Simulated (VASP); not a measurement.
# Pt (Fm-3m) in VASP: further runs

Runs on Pt. Level: PBEsol. Tasks: single point, relaxation of cell and atoms.

All numbers are computed with VASP 6.6.1; they aren't measurements. Logs are shortened: lines on timing, memory, paths and dates and some standing lists are left out, and cuts for length are marked.

### Step 1. The cell of the first run

Symmetry: Fm-3m, No. 225, cubic system. Conventional cell: a = 3.918 Å, b = 3.918 Å, c = 3.918 Å, α = 90.00°, β = 90.00°, γ = 90.00°. Pt (site symmetry m-3m) has 12 Pt at 2.77 Å within 3.7 Å.

### Step 2. Single point, PBEsol

INCAR reads:

```
PREC     = Accurate       # precision mode
ENCUT    = 520            # plane-wave cutoff, eV
EDIFF    = 1E-6           # SCF threshold, eV
ISMEAR   = 1              # smearing method
SIGMA    = 0.1            # smearing width, eV
LREAL    = F              # projectors in reciprocal space
LASPH    = T              # aspherical terms in the spheres
NELM     = 60             # most SCF steps
ALGO     = Normal         # electronic algorithm
ISIF     = 2              # what is computed and relaxed
LWAVE    = F              # write WAVECAR
LCHARG   = T              # write CHGCAR
GGA      = PS             # functional
LELF     = T              # ELF
LVHAR    = T            
NBANDS   = 11             # bands
```

KPOINTS reads:

```
Automatic mesh
0
Gamma
  20 20 20
```

POSCAR reads:

```
Pt
1.0
    0.0000000000      1.9587662914      1.9587662914
    1.9587662914      0.0000000000      1.9587662914
    1.9587662914      1.9587662914      0.0000000000
Pt
1
Direct
    0.0000000000      0.0000000000      0.0000000000
```

Potentials or basis: VASP PAW PBE potentials, release 64 (Pt).

Launch:

```bash
> cat potpaw_PBE.64/Pt/POTCAR > POTCAR
> mpirun -np 1 vasp_std > vasp.out
```

OUTCAR:

```text
PREC = Accurate
   ENCUT = 520
   EDIFF = 1E-6
   ISMEAR = 1
   LREAL = F
   LASPH = T
   NELM = 60
   ISIF = 2
   GGA = PS

 ion  position               nearest neighbor table
   1  0.000  0.000  0.000-

  LATTYP: Found a face centered cubic cell.
 ALAT       =     3.9175325828

  Lattice vectors:

 A1 = (   0.0000000000,   1.9587662914,   1.9587662914)
 A2 = (   1.9587662914,   0.0000000000,   1.9587662914)
 A3 = (   1.9587662914,   1.9587662914,   0.0000000000)

Analysis of symmetry for initial positions (statically):
=====================================================================
 Subroutine PRICEL returns:
 Original cell was already a primitive cell.

 Routine SETGRP: Setting up the symmetry group for a
 face centered cubic supercell.

 Subroutine GETGRP returns: Found 48 space group operations
 (whereof 48 operations were pure point group operations)
 out of a pool of 48 trial point group operations.

The static configuration has the point symmetry O_h .

Analysis of symmetry for dynamics (positions and initial velocities):
=====================================================================
 Subroutine PRICEL returns:
 Original cell was already a primitive cell.

 Routine SETGRP: Setting up the symmetry group for a
 face centered cubic supercell.

 Subroutine GETGRP returns: Found 48 space group operations
 (whereof 48 operations were pure point group operations)
 out of a pool of 48 trial point group operations.

The dynamic configuration has the point symmetry O_h .

 Subroutine INISYM returns: Found 48 space group operations
 (whereof 48 operations are pure point group operations),
 and found     1 'primitive' translations

----------------------------------------------------------------------------------------

                                     Primitive cell

  volume of cell :      15.0307

  direct lattice vectors                    reciprocal lattice vectors
     0.000000000  1.958766291  1.958766291    -0.255262714  0.255262714  0.255262714
     1.958766291  0.000000000  1.958766291     0.255262714 -0.255262714  0.255262714
     1.958766291  1.958766291  0.000000000     0.255262714  0.255262714 -0.255262714

  length of vectors
     2.770113855  2.770113855  2.770113855     0.442127990  0.442127990  0.442127990

  position of ions in fractional coordinates (direct lattice)
     0.000000000  0.000000000  0.000000000

  ion indices of the primitive-cell ions
   primitive index   ion index
                 1           1

----------------------------------------------------------------------------------------

 KPOINTS: Automatic mesh

Automatic generation of k-mesh.
 Grid dimensions read from file:
 generate k-points for:   20   20   20

 Generating k-lattice:

  Cartesian coordinates                     Fractional coordinates (reciprocal lattice)
    -0.012763136  0.012763136  0.012763136     0.050000000  0.000000000  0.000000000
     0.012763136 -0.012763136  0.012763136     0.000000000  0.050000000  0.000000000
     0.012763136  0.012763136 -0.012763136     0.000000000  0.000000000  0.050000000

  Length of vectors
     0.022106400  0.022106400  0.022106400

  Shift w.r.t. Gamma in fractional coordinates (k-lattice)
     0.000000000  0.000000000  0.000000000

 Subroutine IBZKPT returns following result:
 ===========================================

 Found    256 irreducible k-points:

 Following reciprocal coordinates:
            Coordinates               Weight
  0.000000  0.000000  0.000000      1.000000
  0.050000  0.000000  0.000000      8.000000
  0.100000  0.000000  0.000000      8.000000
  0.150000  0.000000  0.000000      8.000000
  0.200000  0.000000  0.000000      8.000000
  0.250000  0.000000  0.000000      8.000000
[... 16 lines left out ...]
 -0.400000  0.050000  0.000000     24.000000
 -0.350000  0.050000  0.000000     24.000000
 [... further k-points ...]
   k-points           NKPTS =    256   k-points in BZ     NKDIM =    256   number of bands    NBANDS=     11
   number of dos      NEDOS =    301   number of ions     NIONS =      1
   total plane-waves  NPLWV =  13824
   dimension x,y,z NGX =    24 NGY =   24 NGZ =   24
   dimension x,y,z NGXF=    48 NGYF=   48 NGZF=   48
   ions per type =               1
   NGX,Y,Z   is equivalent  to a cutoff of  14.40, 14.40, 14.40 a.u.
   NGXF,Y,Z  is equivalent  to a cutoff of  28.81, 28.81, 28.81 a.u.
 SYSTEM =  unknown system
   PREC   = accura    normal or accurate (medium, high low for compatibility)
   ISTART =      0    job   : 0-new  1-cont  2-samecut
   ICHARG =      2    charge: 1-file 2-atom 10-const
   ISPIN  =      1    spin polarized calculation?
   LNONCOLLINEAR =      F non collinear calculations
   LSORBIT =      F    spin-orbit coupling
   LASPH  =      T    aspherical Exc in radial PAW
   ENCUT  =  520.0 eV  38.22 Ry    6.18 a.u.   5.15  5.15  5.15*2*pi/ulx,y,z
   NELM   =     60;   NELMIN=  2; NELMDL= -5     # of ELM steps
   EDIFF  = 0.1E-05   stopping-criterion for ELM
   LREAL  =      F    real-space projection
[... 7 lines left out ...]
   TEBEG  =    0.0;   TEEND  =   0.0 temperature during run
   PSTRESS=    0.0 pullay stress
   NELECT =      10.0000    total number of electrons
   NUPDOWN=      -1.0000    fix difference up-down
   EMIN   =  10.00;   EMAX   =-10.00  energy-range for DOS
   EFERMI =   0.00;   METHOD = LEGACY
   ISMEAR =     1;   SIGMA  =   0.10  broadening in eV -4-tet -1-fermi 0-gaus
   EFERMI_NEDOS =   21; number of points for ismear=-14 and -15
   IALGO  =     38    algorithm
   IMIX   =      4    mixing-type and parameters
     AMIX     =   0.40;   BMIX     =  1.00
     AMIX_MAG =   1.60;   BMIX_MAG =  1.00
  volume/ion in A,a.u.               =      15.03       101.43
  Fermi-wavevector in a.u.,A,eV,Ry     =   1.429164  2.700729 27.790050  2.042511
  Thomas-Fermi vector in A             =   2.549148
   LORBIT       =      0    0 simple, 1 ext, 2 COOP (PROOUT), +10 PAW based schemes
   GGA     = PS    functional components
   LHFCALC =     F    Hartree Fock is set to
   AEXX    =    0.0000 exact exchange contribution
   IVDW    =     0    specifies the selected vdW correction
   LEPSILON=     F    determine dielectric tensor
   LRPA    =     F    only Hartree local field effects (RPA)
 non-spin polarized calculation
 Methfessel and Paxton  Order N= 1 SIGMA  =   0.10
  energy-cutoff  :      520.00
  volume of cell :       15.03
 maximum number of plane-waves:       419
 NGX is ok and might be reduce to    24
   NGX = 11   NGY = 11   NGZ = 11

 number of electron      10.0000000 magnetization

 Free energy of the ion-electron system (eV)
  ---------------------------------------------------
  ext. energy  EPLUGINS =         0.00000000
  ---------------------------------------------------
  free energy    TOTEN  =        -6.96478003 eV

  energy without entropy =       -6.96514430  energy(sigma->0) =       -6.96490145

 E-fermi :  11.1665     XC(G=0): -13.6475

 val. band max:       11.1615381498   @ k =  -0.4500   0.1000   0.0500
 cond. band min:      11.1725899072   @ k =  -0.4000   0.3500   0.1000
 fundamental gap:      0.0110517575
 Fermi energy:        11.1664815507

 k-point     1 :       0.0000    0.0000    0.0000
  band No.  band energies     occupation
      1       0.8268      2.00000
      2       7.3358      2.00000
      3       7.3358      2.00000
      4       7.3358      2.00000
      5       9.5279      2.00000
      6       9.5279      2.00000
      7      25.7746      0.00000
      8      30.7524      0.00000
      9      30.7524      0.00000
     10      30.7524      0.00000
     11      36.0625      0.00000

 k-point     2 :       0.0500    0.0000    0.0000
  band No.  band energies     occupation
      1       0.9281      2.00000
      2       7.2893      2.00000
      3       7.3767      2.00000
      4       7.3767      2.00000
      5       9.5043      2.00000
      6       9.5043      2.00000
      7      25.9344      0.00000
      8      30.1932      0.00000
      9      30.9088      0.00000
     10      30.9088      0.00000
     11      36.6847      0.00000

 k-point     3 :       0.1000    0.0000    0.0000
  band No.  band energies     occupation
      1       1.2250      2.00000
      2       7.1661      2.00000
      3       7.4872      2.00000
      4       7.4872      2.00000
      5       9.4496      2.00000
      6       9.4496      2.00000
      7      26.3790      0.00000
      8      28.9745      0.00000
      9      31.3664      0.00000
     10      31.3664      0.00000
     11      37.6734      0.00000

 k-point     4 :       0.1500    0.0000    0.0000
  band No.  band energies     occupation
      1       1.6927      2.00000
      2       7.0129      2.00000
      3       7.6260      2.00000
      4       7.6260      2.00000
      5       9.4140      2.00000
      6       9.4140      2.00000
      7      26.9853      0.00000
      8      27.5580      0.00000
      9      32.0888      0.00000
     10      32.0888      0.00000
     11      36.6444      0.00000

 k-point     5 :       0.2000    0.0000    0.0000
  band No.  band energies     occupation
      1       2.2788      2.00000
      2       6.9085      2.00000
      3       7.7215      2.00000
      4       7.7215      2.00000
      5       9.4776      2.00000
      6       9.4776      2.00000
      7      26.0474      0.00000
      8      27.5044      0.00000
      9      32.9978      0.00000
     10      32.9978      0.00000
     11      35.1814      0.00000
[... 211 lines left out ...]
 k-point    21 :       0.5000    0.0500    0.0000
  band No.  band energies     occupation
      1       3.8371      2.00000
      2       7.2094      2.00000
      3       7.3492      2.00000
      4       9.8961      2.00000
      5      11.2142      0.28594
      6      11.8860     -0.00000
      7      17.0328      0.00000
      8      25.4888      0.00000
      9      29.9484      0.00000
     10      29.9927      0.00000
     11      39.3757      0.00000

 k-point    22 :      -0.4500    0.0500    0.0000
  band No.  band energies     occupation
      1       3.8381      2.00000
      2       7.2281      2.00000
      3       7.3489      2.00000
      4       9.8217      2.00000
      5      11.0863      1.98082
      6      11.8521     -0.00000
      7      17.2549      0.00000
      8      25.5256      0.00000
      9      29.7835      0.00000
     10      30.3205      0.00000
     11      39.1116      0.00000

 k-point    23 :      -0.4000    0.0500    0.0000
  band No.  band energies     occupation
      1       3.8314      2.00000
      2       7.3012      2.00000
      3       7.4028      2.00000
      4       9.1585      2.00000
      5      10.7881      2.00000
      6      11.4692     -0.00016
      7      18.5214      0.00000
      8      25.7819      0.00000
      9      30.0609      0.00000
     10      31.1053      0.00000
     11      38.0194      0.00000

 k-point    24 :      -0.3500    0.0500    0.0000
  band No.  band energies     occupation
      1       3.7720      2.00000
      2       7.4144      2.00000
      3       7.5038      2.00000
      4       8.2360      2.00000
      5      10.3762      2.00000
      6      11.0327      2.06755
      7      20.2560      0.00000
      8      26.2501      0.00000
      9      30.7063      0.00000
     10      32.2952      0.00000
     11      36.5342      0.00000

 [... further k-points ...]
[... 5 lines left out ...]
  --------------------------------------------------------------------------------------
  -------------------------------------------------------------------------------------
  Total       -0.0371414     -0.0371414     -0.0371414      0.0000000     -0.0000000      0.0000000
  in kB       -3.9590540     -3.9590540     -3.9590540      0.0000000     -0.0000000      0.0000000
  external PRESSURE =      -3.9590540 kB  Pullay stress =       0.0000000 kB

 VOLUME and BASIS-vectors are now :
 -----------------------------------------------------------------------------
  energy-cutoff  :      520.00
  volume of cell :       15.03
      direct lattice vectors                 reciprocal lattice vectors
     0.000000000  1.958766291  1.958766291    -0.255262714  0.255262714  0.255262714
     1.958766291  0.000000000  1.958766291     0.255262714 -0.255262714  0.255262714
     1.958766291  1.958766291  0.000000000     0.255262714  0.255262714 -0.255262714

 POSITION                                       TOTAL-FORCE (eV/Angst)
 -----------------------------------------------------------------------------------
      0.00000      0.00000      0.00000         0.000000      0.000000      0.000000
 -----------------------------------------------------------------------------------
    total drift:                               -0.000000      0.000000     -0.000000

  FREE ENERGIE OF THE ION-ELECTRON SYSTEM (eV)
  ---------------------------------------------------
  free  energy   TOTEN  =        -6.9647800267 eV

  energy  without entropy=       -6.9651442955  energy(sigma->0) =       -6.96490145
```

Run time: 47 s. Hardware: 1 thread of Intel Xeon Platinum 8259CL at 2.50GHz (Skylake/Cascade Lake), shared host; peak memory 0.18 GiB.

What came out:

```
Free energy            : -6.9648 eV
Pressure               : -0.4 GPa
Band gap on the k mesh : zero (bands 5 and 6 overlap by 2.25 eV)
```

Levels at points of the mesh, in eV from the Fermi level:
| k point | band 3 | band 4 | band 5 | band 6 | band 7 | band 8 |
| --- | --- | --- | --- | --- | --- | --- |
| (0.00, 0.00, 0.00) | -3.83 | -3.83 | -1.64 | -1.64 | 14.61 | 19.59 |
| (0.50, 0.00, 0.00) | -3.89 | -0.57 | 0.04 | 0.04 | 5.82 | 14.16 |
| (0.50, 0.50, 0.00) | 0.02 | 0.49 | 0.49 | 1.70 | 8.86 | 11.34 |

Caveat: the PAW data sets were made with another functional, which shifts forces and pressure a little; spin-orbit coupling is left out, which moves the levels of the heavy elements.

[end of part 1 of 2]
